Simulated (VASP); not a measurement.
# KF (I4mm) in VASP: notebook

KF is run at these levels: PBEsol; tasks: electric field gradients.

Everything below comes from runs of VASP 6.6.1. Logs are shortened: lines on timing, memory, paths and dates and some standing lists are left out, and cuts for length are marked.

## Step 1: The cell of the first run

The structure is tetragonal, space group I4mm (No. 107). Conventional cell: a = 3.779 Å, b = 3.779 Å, c = 5.344 Å, α = 90.00°, β = 90.00°, γ = 90.00°. Within 2.9 Å of K (site symmetry 4mm) lie 5 F at 2.19 to 2.71 Å. F (site symmetry 4mm) has 5 K at 2.19 to 2.71 Å within 2.9 Å.

## Step 2: Electric field gradients, PBEsol (shortest bond scaled by 0.82)

File INCAR:

```
SYSTEM = KF
PREC = Accurate ; ENCUT = 520
EDIFF = 1E-8 ; ISMEAR = -1
SIGMA = 0.03 ; LREAL = .False.
LASPH = .True. ; NELM = 60
ALGO = Normal ; ISIF = 2
LWAVE = .False. ; LCHARG = .False.
GGA = PS ; LEFG = .True.
NBANDS = 15
```

File KPOINTS:

```
Automatic mesh
0
Gamma
  8 8 8
  0 0 0
```

File POSCAR:

```
KF
1.0
    0.0000000000      2.6718500000      2.6718500000
    2.6718500000      0.0000000000      2.6718500000
    2.6718500000      2.6718500000      0.0000000000
K F
1 1
Direct
   -0.0450000000     -0.0450000000      0.0450000000
    0.5450000000      0.5450000000      0.4550000000
```

Potentials or basis: VASP PAW PBE potentials, release 64 (K_sv, F).

Command:

```sh
$ cat potpaw_PBE.64/K_sv/POTCAR potpaw_PBE.64/F/POTCAR > POTCAR
$ mpirun -np 1 vasp_std > vasp.out
```

OUTCAR:

```text
SYSTEM = KF
   PREC = Accurate
   ENCUT = 520
   EDIFF = 1E-8
   ISMEAR = -1
   LREAL = .False.
   LASPH = .True.
   NELM = 60
   ISIF = 2
   GGA = PS

 ion  position               nearest neighbor table
   1  0.955  0.955  0.045-   2 2.19   2 2.71   2 2.71   2 2.71   2 2.71
   2  0.545  0.545  0.455-   1 2.19   1 2.71   1 2.71   1 2.71   1 2.71

  LATTYP: Found a face centered cubic cell.
 ALAT       =     5.3437000000

  Lattice vectors:

 A1 = (   0.0000000000,   2.6718500000,   2.6718500000)
 A2 = (   2.6718500000,   0.0000000000,   2.6718500000)
 A3 = (   2.6718500000,   2.6718500000,   0.0000000000)

Analysis of symmetry for initial positions (statically):
=====================================================================
 Subroutine PRICEL returns:
 Original cell was already a primitive cell.

 Routine SETGRP: Setting up the symmetry group for a
 face centered cubic supercell.

 Subroutine GETGRP returns: Found  8 space group operations
 (whereof  8 operations were pure point group operations)
 out of a pool of 48 trial point group operations.

The static configuration has the point symmetry C_4v.

Analysis of symmetry for dynamics (positions and initial velocities):
=====================================================================
 Subroutine PRICEL returns:
 Original cell was already a primitive cell.

 Routine SETGRP: Setting up the symmetry group for a
 face centered cubic supercell.

 Subroutine GETGRP returns: Found  8 space group operations
 (whereof  8 operations were pure point group operations)
 out of a pool of 48 trial point group operations.

The dynamic configuration has the point symmetry C_4v.

 Subroutine INISYM returns: Found  8 space group operations
 (whereof  8 operations are pure point group operations),
 and found     1 'primitive' translations

----------------------------------------------------------------------------------------

                                     Primitive cell

  volume of cell :      38.1475

  direct lattice vectors                    reciprocal lattice vectors
     0.000000000  2.671850000  2.671850000    -0.187136254  0.187136254  0.187136254
     2.671850000  0.000000000  2.671850000     0.187136254 -0.187136254  0.187136254
     2.671850000  2.671850000  0.000000000     0.187136254  0.187136254 -0.187136254

  length of vectors
[... 135 lines left out ...]

 k-point     1 :       0.0000    0.0000    0.0000
  band No.  band energies     occupation
      1     -28.7575      2.00000
      2     -21.5537      2.00000
      3     -12.0863      2.00000
      4     -12.0380      2.00000
      5     -12.0380      2.00000
      6      -3.1312      2.00000
      7      -3.1312      2.00000
      8      -2.9574      2.00000
      9       3.0584      0.00000
     10       7.8535      0.00000
     11       8.1862      0.00000
     12       8.1862      0.00000
     13       9.4974      0.00000
     14      10.1889      0.00000
[... 401 lines left out ...]
      2     -21.6858      2.00000
      3     -12.4352      2.00000
      4     -12.2180      2.00000
      5     -12.1939      2.00000
      6      -3.3841      2.00000
      7      -3.1804      2.00000
      8      -3.0612      2.00000
      9       6.0066      0.00000
     10       6.4723      0.00000
     11       8.9191      0.00000
     12       9.9511      0.00000
     13      11.1165      0.00000
     14      11.7709      0.00000
     15      13.1502      0.00000

 [... further k-points ...]

------------------------ aborting loop because EDIFF is reached ----------------------------------------

  FORCE on cell =-STRESS in cart. coord.  units (eV):
  Direction    XX          YY          ZZ          XY          YZ          ZX
  --------------------------------------------------------------------------------------
  -------------------------------------------------------------------------------------
  Total       -0.2271689     -0.2271689      3.1662977      0.0000000     -0.0000000     -0.0000000
  in kB       -9.5409868     -9.5409868    132.9829966      0.0000000     -0.0000000     -0.0000000
  external PRESSURE =      37.9670076 kB  Pullay stress =       0.0000000 kB

 VOLUME and BASIS-vectors are now :
 -----------------------------------------------------------------------------
  energy-cutoff  :      520.00
  volume of cell :       38.15
      direct lattice vectors                 reciprocal lattice vectors
     0.000000000  2.671850000  2.671850000    -0.187136254  0.187136254  0.187136254
     2.671850000  0.000000000  2.671850000     0.187136254 -0.187136254  0.187136254
     2.671850000  2.671850000  0.000000000     0.187136254  0.187136254 -0.187136254

 POSITION                                       TOTAL-FORCE (eV/Angst)
 -----------------------------------------------------------------------------------
      2.67185      2.67185      5.10323         0.000000      0.000000      1.663345
      2.67185      2.67185      2.91232         0.000000      0.000000     -1.663345
 -----------------------------------------------------------------------------------
    total drift:                               -0.000000     -0.000000     -0.000180

  FREE ENERGIE OF THE ION-ELECTRON SYSTEM (eV)
  ---------------------------------------------------
  free  energy   TOTEN  =        -8.2434384119 eV

  energy  without entropy=       -8.2434384119  energy(sigma->0) =       -8.24343841

 Electric field gradients (V/A^2)
---------------------------------------------------------------------
 ion       V_xx      V_yy      V_zz      V_xy      V_xz      V_yz
---------------------------------------------------------------------
   1      14.134    14.134   -28.268    -0.000    -0.000    -0.000
   2       9.159     9.159   -18.318     0.002     0.002     0.002
---------------------------------------------------------------------

 Electric field gradients after diagonalization (V/A^2)
 (convention: |V_zz| > |V_xx| > |V_yy|)
----------------------------------------------------------------------
 ion       V_xx      V_yy      V_zz     asymmetry (V_yy - V_xx)/ V_zz
----------------------------------------------------------------------
   1      14.134    14.133   -28.268       0.000
   2       9.161     9.157   -18.318       0.000
----------------------------------------------------------------------

           NMR quadrupolar parameters

 Cq : quadrupolar parameter    Cq=e*Q*V_zz/h
 eta: asymmetry parameters     (V_yy - V_xx)/ V_zz
 Q  : nuclear electric quadrupole moment in mb (millibarn)
----------------------------------------------------------------------
 ion       Cq(MHz)       eta       Q (mb)
----------------------------------------------------------------------
   1      -0.068       0.000       1.000
   2      -0.044       0.000       1.000
----------------------------------------------------------------------
```

stdout:

```text
POSCAR found type information on POSCAR K F
 POSCAR found :  2 types and       2 ions
 scaLAPACK will be used
 -----------------------------------------------------------------------------
|                                                                             |
|                                                                             |
|     You enforced a specific xc type in the INCAR file but a different       |
|     I HOPE YOU KNOW WHAT YOU ARE DOING!                                     |
|                                                                             |
 -----------------------------------------------------------------------------

 LDA part: xc-table for (Slater+PW92), standard interpolation
 POSCAR, INCAR and KPOINTS ok, starting setup
 FFT: planning ... GRIDC
 FFT: planning ... GRID_SOFT
 FFT: planning ... GRID
 WAVECAR not read
 entering main loop
ion   1

ion   2
```

It took 52 s on 1 thread of Intel Xeon Platinum 8175M at 2.50GHz (Skylake/Cascade Lake), shared host; peak memory 0.17 GiB.

What came out:

```yaml
Free_energy: -8.2434 eV
Pressure: 3.8 GPa
Largest_force: 1.663 eV/Å
Band_gap_on_the_k_mesh: 5.95 eV (least direct gap 6.02 eV)
Largest_electric_field_gradient_by_atom: K -28.3; F -18.3 V/Å²
```

Forces in eV/Å, atoms in the order of the input:
```
K    0.000  0.000  1.663
F    0.000  0.000 -1.663
```

Electric field gradients, principal values (V/Å²):
```
atom   least  middle  greatest (by size)
 1 K  14.133  14.134             -28.268
 2 F   9.157   9.161             -18.318
```

Caveat: the cell differs from its parent crystal (shortest bond scaled by 0.82); the cell stands under pressure; without QUAD_EFG the Cq values of the log hold for a quadrupole moment of 1 mb, not for the nuclei; the PAW data sets were made with another functional, which shifts forces and pressure a little.

## Step 3: Electric field gradients, PBEsol (shortest bond scaled by 0.82)

File INCAR:

```
PREC = Accurate
ENCUT = 520
EDIFF = 1E-8
ISMEAR = -1
SIGMA = 0.03
LREAL = F
LASPH = T
NELM = 100
ALGO = Normal
ISIF = 2
LWAVE = F
LCHARG = F
GGA = PS
LEFG = T
NBANDS = 15
```

File KPOINTS:

```
Automatic mesh
0
Gamma
  8 8 8
```

POSCAR is that of step 2.

Potentials or basis: VASP PAW PBE potentials, release 64 (K_sv, F).

Command:

```sh
$ cat potpaw_PBE.64/K_sv/POTCAR potpaw_PBE.64/F/POTCAR > POTCAR
$ mpirun -np 1 vasp_std > vasp.out
```

OUTCAR:

```text
PREC = Accurate
   ENCUT = 520
   EDIFF = 1E-8
   ISMEAR = -1
   LREAL = F
   LASPH = T
   NELM = 100
   ISIF = 2
   GGA = PS

 ion  position               nearest neighbor table
   1  0.955  0.955  0.045-   2 2.19   2 2.71   2 2.71   2 2.71   2 2.71
   2  0.545  0.545  0.455-   1 2.19   1 2.71   1 2.71   1 2.71   1 2.71

  LATTYP: Found a face centered cubic cell.
 ALAT       =     5.3437000000

  Lattice vectors:

 A1 = (   0.0000000000,   2.6718500000,   2.6718500000)
 A2 = (   2.6718500000,   0.0000000000,   2.6718500000)
 A3 = (   2.6718500000,   2.6718500000,   0.0000000000)

Analysis of symmetry for initial positions (statically):
=====================================================================
 Subroutine PRICEL returns:
 Original cell was already a primitive cell.

 Routine SETGRP: Setting up the symmetry group for a
 face centered cubic supercell.

 Subroutine GETGRP returns: Found  8 space group operations
 (whereof  8 operations were pure point group operations)
 out of a pool of 48 trial point group operations.

The static configuration has the point symmetry C_4v.

Analysis of symmetry for dynamics (positions and initial velocities):
=====================================================================
 Subroutine PRICEL returns:
 Original cell was already a primitive cell.

 Routine SETGRP: Setting up the symmetry group for a
 face centered cubic supercell.

 Subroutine GETGRP returns: Found  8 space group operations
 (whereof  8 operations were pure point group operations)
 out of a pool of 48 trial point group operations.

The dynamic configuration has the point symmetry C_4v.

 Subroutine INISYM returns: Found  8 space group operations
[... 573 lines left out ...]
      7      -3.1804      2.00000
      8      -3.0612      2.00000
      9       6.0066      0.00000
     10       6.4723      0.00000
     11       8.9191      0.00000
     12       9.9511      0.00000
     13      11.1165      0.00000
     14      11.7709      0.00000
     15      13.1502      0.00000

 [... further k-points ...]

------------------------ aborting loop because EDIFF is reached ----------------------------------------

  FORCE on cell =-STRESS in cart. coord.  units (eV):
  Direction    XX          YY          ZZ          XY          YZ          ZX
  --------------------------------------------------------------------------------------
  -------------------------------------------------------------------------------------
  Total       -0.2271689     -0.2271689      3.1662977      0.0000000     -0.0000000     -0.0000000
  in kB       -9.5409868     -9.5409868    132.9829966      0.0000000     -0.0000000     -0.0000000
  external PRESSURE =      37.9670076 kB  Pullay stress =       0.0000000 kB

 VOLUME and BASIS-vectors are now :
 -----------------------------------------------------------------------------
  energy-cutoff  :      520.00
  volume of cell :       38.15
      direct lattice vectors                 reciprocal lattice vectors
     0.000000000  2.671850000  2.671850000    -0.187136254  0.187136254  0.187136254
     2.671850000  0.000000000  2.671850000     0.187136254 -0.187136254  0.187136254
     2.671850000  2.671850000  0.000000000     0.187136254  0.187136254 -0.187136254

 POSITION                                       TOTAL-FORCE (eV/Angst)
 -----------------------------------------------------------------------------------
      2.67185      2.67185      5.10323         0.000000      0.000000      1.663345
      2.67185      2.67185      2.91232         0.000000      0.000000     -1.663345
 -----------------------------------------------------------------------------------
    total drift:                               -0.000000     -0.000000     -0.000180

  FREE ENERGIE OF THE ION-ELECTRON SYSTEM (eV)
  ---------------------------------------------------
  free  energy   TOTEN  =        -8.2434384119 eV

  energy  without entropy=       -8.2434384119  energy(sigma->0) =       -8.24343841

 Electric field gradients (V/A^2)
---------------------------------------------------------------------
 ion       V_xx      V_yy      V_zz      V_xy      V_xz      V_yz
---------------------------------------------------------------------
   1      14.134    14.134   -28.268    -0.000    -0.000    -0.000
   2       9.159     9.159   -18.318     0.002     0.002     0.002
---------------------------------------------------------------------

 Electric field gradients after diagonalization (V/A^2)
 (convention: |V_zz| > |V_xx| > |V_yy|)
----------------------------------------------------------------------
 ion       V_xx      V_yy      V_zz     asymmetry (V_yy - V_xx)/ V_zz
----------------------------------------------------------------------
   1      14.134    14.133   -28.268       0.000
   2       9.161     9.157   -18.318       0.000
----------------------------------------------------------------------

           NMR quadrupolar parameters

 Cq : quadrupolar parameter    Cq=e*Q*V_zz/h
 eta: asymmetry parameters     (V_yy - V_xx)/ V_zz
 Q  : nuclear electric quadrupole moment in mb (millibarn)
----------------------------------------------------------------------
 ion       Cq(MHz)       eta       Q (mb)
----------------------------------------------------------------------
   1      -0.068       0.000       1.000
   2      -0.044       0.000       1.000
----------------------------------------------------------------------
```

Run time: 57 s. Hardware: 1 thread of Intel Xeon Platinum 8175M at 2.50GHz (Skylake/Cascade Lake), shared host; peak memory 0.17 GiB.

What came out:

```yaml
Free_energy: -8.2434 eV
Pressure: 3.8 GPa
Largest_force: 1.663 eV/Å
Band_gap_on_the_k_mesh: 5.95 eV (least direct gap 6.02 eV)
Largest_electric_field_gradient_by_atom: K -28.3; F -18.3 V/Å²
```

Forces on the atoms (eV/Å):
```
K    0.000  0.000  1.663
F    0.000  0.000 -1.663
```

Levels at points of the mesh, in eV from the valence-band top:
```csv
k point,band 4,band 5,band 6,band 7,band 8,band 9,band 10,band 11,band 12,band 13
"(0.00, 0.00, 0.00)",-9.15,-9.15,-0.24,-0.24,-0.07,5.95,10.74,11.08,11.08,12.39
"(0.50, 0.00, 0.00)",-9.26,-9.21,-0.86,-0.44,-0.29,8.90,10.17,12.07,12.20,13.97
"(0.50, 0.50, 0.00)",-9.40,-9.40,-0.15,-0.15,-0.04,8.12,9.52,11.55,13.74,14.29
"(0.00, 0.50, 0.50)",-9.37,-9.36,-0.40,-0.31,-0.01,8.69,9.89,11.69,13.83,14.31
```

Electric field gradients, principal values (V/Å²):
| atom | least | middle | greatest (by size) |
| --- | --- | --- | --- |
| 1 K | 14.133 | 14.134 | -28.268 |
| 2 F | 9.157 | 9.161 | -18.318 |

Caveat: the cell differs from its parent crystal (shortest bond scaled by 0.82); the cell stands under pressure; without QUAD_EFG the Cq values of the log hold for a quadrupole moment of 1 mb, not for the nuclei; the PAW data sets were made with another functional, which shifts forces and pressure a little. A k mesh can miss the band edges.
